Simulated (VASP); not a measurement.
# Si3F (Fm-3m) in VASP: a series of runs, part 2 of 2

VASP 6.6.1. Earlier steps stand in the parts before.

### 4 Single point, PBE

This run uses another cell than the first one, of 13.41 Å³/atom.

Contents of INCAR:

```
SYSTEM = Si3F
PREC = Accurate
ENCUT = 520
EDIFF = 1E-6
ISMEAR = 0
SIGMA = 0.1
LREAL = .False.
LASPH = .True.
NELM = 60
ALGO = Normal
ISIF = 2
LWAVE = .False.
LCHARG = .False.
GGA = PE
NBANDS = 18
```

Contents of KPOINTS:

```
regular mesh
0
Gamma
  14 14 14
  0 0 0
```

Contents of POSCAR:

```
Si3F
1.0
    0.0000000000      2.9933258001      2.9933258001
    2.9933258001      0.0000000000      2.9933258001
    2.9933258001      2.9933258001      0.0000000000
Si F
3 1
Direct
    0.7500000000      0.7500000000      0.7500000000
    0.2500000000      0.2500000000      0.2500000000
    0.0000000000      0.0000000000      0.0000000000
    0.5000000000      0.5000000000      0.5000000000
```

Potentials or basis: VASP PAW PBE potentials, release 64 (Si, F).

Started as:

```
> cat potpaw_PBE.64/Si/POTCAR potpaw_PBE.64/F/POTCAR > POTCAR
> mpirun -np 1 vasp_std > vasp.out
```

OUTCAR:

```text
SYSTEM = Si3F
   PREC = Accurate
   ENCUT = 520
   EDIFF = 1E-6
   ISMEAR = 0
   LREAL = .False.
   LASPH = .True.
   NELM = 60
   ISIF = 2
   GGA = PE

 ion  position               nearest neighbor table
   1  0.750  0.750  0.750-   3 2.59   3 2.59   3 2.59   3 2.59   2 2.99   2 2.99   2 2.99   2 2.99
                             2 2.99   2 2.99
   2  0.250  0.250  0.250-   3 2.59   3 2.59   3 2.59   3 2.59   1 2.99   1 2.99   1 2.99   1 2.99
                             1 2.99   1 2.99
   3  0.000  0.000  0.000-   1 2.59   1 2.59   2 2.59   2 2.59   1 2.59   1 2.59   2 2.59   2 2.59

   4  0.500  0.500  0.500-

  LATTYP: Found a face centered cubic cell.
 ALAT       =     5.9866516002

  Lattice vectors:

 A1 = (   0.0000000000,   2.9933258001,   2.9933258001)
 A2 = (   2.9933258001,   0.0000000000,   2.9933258001)
 A3 = (   2.9933258001,   2.9933258001,   0.0000000000)

Analysis of symmetry for initial positions (statically):
=====================================================================
 Subroutine PRICEL returns:
 Original cell was already a primitive cell.

 Routine SETGRP: Setting up the symmetry group for a
 face centered cubic supercell.

 Subroutine GETGRP returns: Found 48 space group operations
 (whereof 48 operations were pure point group operations)
 out of a pool of 48 trial point group operations.

The static configuration has the point symmetry O_h .

Analysis of symmetry for dynamics (positions and initial velocities):
=====================================================================
 Subroutine PRICEL returns:
 Original cell was already a primitive cell.

 Routine SETGRP: Setting up the symmetry group for a
 face centered cubic supercell.

 Subroutine GETGRP returns: Found 48 space group operations
 (whereof 48 operations were pure point group operations)
 out of a pool of 48 trial point group operations.

The dynamic configuration has the point symmetry O_h .

 Subroutine INISYM returns: Found 48 space group operations
[... 122 lines left out ...]
  volume/ion in A,a.u.               =      13.41        90.50
  Fermi-wavevector in a.u.,A,eV,Ry     =   1.158320  2.188908 18.255021  1.341706
  Thomas-Fermi vector in A             =   2.294924
   LORBIT       =      0    0 simple, 1 ext, 2 COOP (PROOUT), +10 PAW based schemes
   GGA     = PE    functional components
   LHFCALC =     F    Hartree Fock is set to
   AEXX    =    0.0000 exact exchange contribution
   IVDW    =     0    specifies the selected vdW correction
   LEPSILON=     F    determine dielectric tensor
   LRPA    =     F    only Hartree local field effects (RPA)
 non-spin polarized calculation
 Gauss-broadening in eV      SIGMA  =   0.10
  energy-cutoff  :      520.00
  volume of cell :       53.64
 maximum number of plane-waves:      1464
   NGX = 15   NGY = 15   NGZ = 15

 number of electron      19.0000011 magnetization

 Free energy of the ion-electron system (eV)
  ---------------------------------------------------
  ext. energy  EPLUGINS =         0.00000000
  ---------------------------------------------------
  free energy    TOTEN  =       -18.82408231 eV

  energy without entropy =      -18.81922692  energy(sigma->0) =      -18.82165461

 E-fermi :   8.2596     XC(G=0): -11.0095

 val. band max:        8.2377791893   @ k =  -0.2857   0.1429   0.0000
 cond. band min:       8.3141177232   @ k =  -0.2857   0.2143   0.0000
 fundamental gap:      0.0763385339
 Fermi energy:         8.2595687000

 k-point     1 :       0.0000    0.0000    0.0000
  band No.  band energies     occupation
      1     -15.0743      2.00000
      2      -3.9765      2.00000
      3       2.9034      2.00000
      4       2.9034      2.00000
      5       2.9034      2.00000
      6       5.6832      2.00000
[... 481 lines left out ...]
      5       2.9602      2.00000
      6       3.9139      2.00000
[... 10 lines left out ...]
     17      15.5628      0.00000
     18      17.8945      0.00000

 [... further k-points ...]

------------------------ aborting loop because EDIFF is reached ----------------------------------------

  FORCE on cell =-STRESS in cart. coord.  units (eV):
  Direction    XX          YY          ZZ          XY          YZ          ZX
  --------------------------------------------------------------------------------------
  -------------------------------------------------------------------------------------
  Total       -0.0390648     -0.0390648     -0.0390648     -0.0000000      0.0000000      0.0000000
  in kB       -1.1668203     -1.1668203     -1.1668203     -0.0000000      0.0000000      0.0000000
  external PRESSURE =      -1.1668203 kB  Pullay stress =       0.0000000 kB

 VOLUME and BASIS-vectors are now :
 -----------------------------------------------------------------------------
  energy-cutoff  :      520.00
  volume of cell :       53.64
      direct lattice vectors                 reciprocal lattice vectors
     0.000000000  2.993325800  2.993325800    -0.167038282  0.167038282  0.167038282
     2.993325800  0.000000000  2.993325800     0.167038282 -0.167038282  0.167038282
     2.993325800  2.993325800  0.000000000     0.167038282  0.167038282 -0.167038282

 POSITION                                       TOTAL-FORCE (eV/Angst)
 -----------------------------------------------------------------------------------
      4.48999      4.48999      4.48999        -0.000000     -0.000000     -0.000000
      1.49666      1.49666      1.49666        -0.000000      0.000000      0.000000
      0.00000      0.00000      0.00000         0.000000      0.000000     -0.000000
      2.99333      2.99333      2.99333         0.000000      0.000000     -0.000000
 -----------------------------------------------------------------------------------
    total drift:                                0.000000     -0.000000      0.000000

  FREE ENERGIE OF THE ION-ELECTRON SYSTEM (eV)
  ---------------------------------------------------
  free  energy   TOTEN  =       -18.8240823075 eV

  energy  without entropy=      -18.8192269155  energy(sigma->0) =      -18.82165461
```

OSZICAR:

```text
N       E                     dE             d eps       ncg     rms          rms(c)
DAV:   1     0.508845027278E+02    0.50885E+02   -0.83329E+03  3768   0.887E+02
DAV:   2    -0.165169061810E+02   -0.67401E+02   -0.63988E+02  4826   0.171E+02
DAV:   3    -0.194388748418E+02   -0.29220E+01   -0.28990E+01  4564   0.336E+01
DAV:   4    -0.194538165649E+02   -0.14942E-01   -0.14938E-01  4528   0.293E+00
DAV:   5    -0.194539009603E+02   -0.84395E-04   -0.84393E-04  4422   0.214E-01    0.651E+00
DAV:   6    -0.188586137206E+02    0.59529E+00   -0.24537E+00  3972   0.166E+01    0.333E+00
DAV:   7    -0.188255982660E+02    0.33015E-01   -0.29198E-01  4022   0.450E+00    0.164E+00
DAV:   8    -0.188248274996E+02    0.77077E-03   -0.54064E-02  4106   0.149E+00    0.372E-01
DAV:   9    -0.188241922722E+02    0.63523E-03   -0.69013E-03  4418   0.787E-01    0.163E-01
DAV:  10    -0.188241056313E+02    0.86641E-04   -0.15141E-03  4574   0.388E-01    0.797E-02
DAV:  11    -0.188240904358E+02    0.15196E-04   -0.24971E-04  4252   0.160E-01    0.334E-02
DAV:  12    -0.188240823086E+02    0.81272E-05   -0.38168E-05  4188   0.688E-02    0.768E-03
DAV:  13    -0.188240823075E+02    0.10780E-08   -0.69596E-06  3876   0.178E-02
   1 F= -.18824082E+02 E0= -.18821655E+02  d E =-.485539E-02
```

It took 1.9 min on 1 thread of Intel Xeon 8259CL, shared host; peak memory 0.22 GiB.

Results:

```yaml
Free_energy: -18.8241 eV
Pressure: -0.1 GPa
Band_gap_on_the_k_mesh: zero (an odd number of electrons rules out a gap without spin polarisation)
```

Caveat: an odd number of electrons without spin polarisation forces a metal; a magnetic or distorted state may lie lower.

### 5 Relaxation of cell and atoms, PBE

Contents of INCAR:

```
SYSTEM = Si3F
PREC = Accurate ; ENCUT = 600
EDIFF = 1E-6 ; ISMEAR = 0
SIGMA = 0.1 ; LREAL = .False.
LASPH = .True. ; NELM = 80
ALGO = Normal ; ISIF = 3
LWAVE = .False. ; LCHARG = .False.
GGA = PE ; IBRION = 2
NSW = 100 ; EDIFFG = -0.01
```

KPOINTS is that of step 4.

Contents of POSCAR:

```
Si3F
1.0
    0.0000000000      2.9996543661      2.9996543661
    2.9996543661      0.0000000000      2.9996543661
    2.9996543661      2.9996543661      0.0000000000
Si F
3 1
Direct
    0.7500000000      0.7500000000      0.7500000000
    0.2500000000      0.2500000000      0.2500000000
    0.0000000000      0.0000000000      0.0000000000
    0.5000000000      0.5000000000      0.5000000000
```

Potentials or basis: VASP PAW PBE potentials, release 64 (Si, F).

Started as:

```
> cat potpaw_PBE.64/Si/POTCAR potpaw_PBE.64/F/POTCAR > POTCAR
> mpirun -np 1 vasp_std > vasp.out
```

OUTCAR:

```text
SYSTEM = Si3F
   PREC = Accurate
   ENCUT = 600
   EDIFF = 1E-6
   ISMEAR = 0
   LREAL = .False.
   LASPH = .True.
   NELM = 80
   ISIF = 3
   GGA = PE
   IBRION = 2
   NSW = 100
   EDIFFG = -0.01

 ion  position               nearest neighbor table
   1  0.750  0.750  0.750-   3 2.60   3 2.60   3 2.60   3 2.60   2 3.00   2 3.00   2 3.00   2 3.00
                             2 3.00   2 3.00
   2  0.250  0.250  0.250-   3 2.60   3 2.60   3 2.60   3 2.60   1 3.00   1 3.00   1 3.00   1 3.00
                             1 3.00   1 3.00
   3  0.000  0.000  0.000-   1 2.60   2 2.60   1 2.60   1 2.60   1 2.60   2 2.60   2 2.60   2 2.60

   4  0.500  0.500  0.500-

  LATTYP: Found a face centered cubic cell.
 ALAT       =     5.9993087322

  Lattice vectors:

 A1 = (   0.0000000000,   2.9996543661,   2.9996543661)
 A2 = (   2.9996543661,   0.0000000000,   2.9996543661)
[... 281 lines left out ...]
      5       2.9144      2.00000
      6       5.7171      2.00000
      7       6.4577      2.00000
      8       6.4577      2.00000
      9       6.4577      2.00000
     10       7.2616      2.00000
     11       7.2616      2.00000
     12       7.2616      2.00000
     13       8.8601      0.00000
[... 354 lines left out ...]
  band No.  band energies     occupation
      1     -15.0197      2.00000
      2      -3.4661      2.00000
      3       1.5407      2.00000
      4       2.3270      2.00000
      5       2.9731      2.00000
      6       3.9329      2.00000
      7       4.1084      2.00000
      8       5.7896      2.00000
      9       6.3844      2.00000
     10       8.2510      1.35617
     11       9.3706      0.00000
     12      10.3148      0.00000
     13      11.3989      0.00000

 [... further k-points ...]

------------------------ aborting loop because EDIFF is reached ----------------------------------------

  FORCE on cell =-STRESS in cart. coord.  units (eV):
  Direction    XX          YY          ZZ          XY          YZ          ZX
  --------------------------------------------------------------------------------------
  -------------------------------------------------------------------------------------
  Total        0.0010203      0.0010203      0.0010203      0.0000000      0.0000000      0.0000000
  in kB        0.0305316      0.0305316      0.0305316      0.0000000      0.0000000      0.0000000
  external PRESSURE =       0.0305316 kB  Pullay stress =       0.0000000 kB
[... 19 lines left out ...]
  FREE ENERGIE OF THE ION-ELECTRON SYSTEM (eV)
  ---------------------------------------------------
  free  energy   TOTEN  =       -18.8260994438 eV

  energy  without entropy=      -18.8212480601  energy(sigma->0) =      -18.82367375

 reached required accuracy - stopping structural energy minimisation
```

It took 5.2 min on 1 thread of Intel Xeon 8259CL, shared host; peak memory 0.26 GiB.

Results:

```yaml
Free_energy: -18.8261 eV
Relaxed_volume: 13.38 Å³/atom
Relaxed_cell: a = 4.231 Å, b = 4.231 Å, c = 4.231 Å, α = 60.00°, β = 60.00°, γ = 60.00°
Space_group_after_relaxing_to_0.1_Å: Fm-3m (No. 225)
Energy_gained_by_relaxing: 0.3 meV/atom
Ionic_steps: 3
Pressure_after_relaxing: 0.0 GPa
Band_gap_on_the_k_mesh: zero (an odd number of electrons rules out a gap without spin polarisation)
```

Step by step:
| step | energy change (eV) | largest force (eV/Å) | pressure (GPa) | volume (Å³) |
| --- | --- | --- | --- | --- |
| 1 | 0.0000 | 0.0000 | -0.79 | 53.98 |
| 2 | -0.0011 | 0.0000 | 0.14 | 53.46 |
| 3 | -0.0011 | 0.0000 | 0.00 | 53.54 |

Final structure:
```
Si F
1.0
     0.00000    2.99144    2.99144
     2.99144    0.00000    2.99144
     2.99144    2.99144    0.00000
Si F
3 1
Direct
  0.75000 0.75000 0.75000
  0.25000 0.25000 0.25000
  0.00000 0.00000 0.00000
  0.50000 0.50000 0.50000
```

Levels at points of the mesh, in eV from the Fermi level:
```
           k point  band 5  band 6  band 7  band 8  band 9  band 10  band 11  band 12  band 13
(0.00, 0.00, 0.00)   -5.37   -2.57   -1.83   -1.83   -1.83    -1.02    -1.02    -1.02     0.58
(0.50, 0.00, 0.00)   -5.65   -4.34   -3.10   -3.10   -2.61     0.64     0.64     1.76     5.56
(0.50, 0.50, 0.00)   -6.82   -6.09   -3.21   -2.23   -2.23     0.56     4.24     4.24     6.51
```

Caveat: an odd number of electrons without spin polarisation forces a metal; a magnetic or distorted state may lie lower.

### 6 Summary

```csv
task,spin,cell,k mesh,cutoff (eV),gap on the mesh (eV),pressure (GPa),moment (μB)
single point,collinear,"a = 4.242 Å, angles 60.0°, 4 atoms",6 × 6 × 6,520,none,-0.2,0.00
single point,collinear,"a = 4.404 Å, angles 60.0°, 4 atoms",6 × 6 × 6,520,none,-8.6,0.00
single point,off,"a = 4.233 Å, angles 60.0°, 4 atoms",14 × 14 × 14,520,none,-0.1,-
relaxation of cell and atoms,off,"relaxed from a = 4.242 Å, angles 60.0°, 4 atoms",14 × 14 × 14,600,none,0.0,-
```

Alike in all rows: level PBE; potentials or basis VASP PAW PBE potentials, release 64 (Si, F); smearing gaussian 0.1 eV.

Caveats: an odd number of electrons without spin polarisation forces a metal (at least some runs); a magnetic or distorted state may lie lower (at least some runs); the cell stands under tension (at least some runs).

Absolute energies hang on the potentials; compare differences alone.

The gap in the log of VASP goes by the Fermi energy; the results here count the filled bands.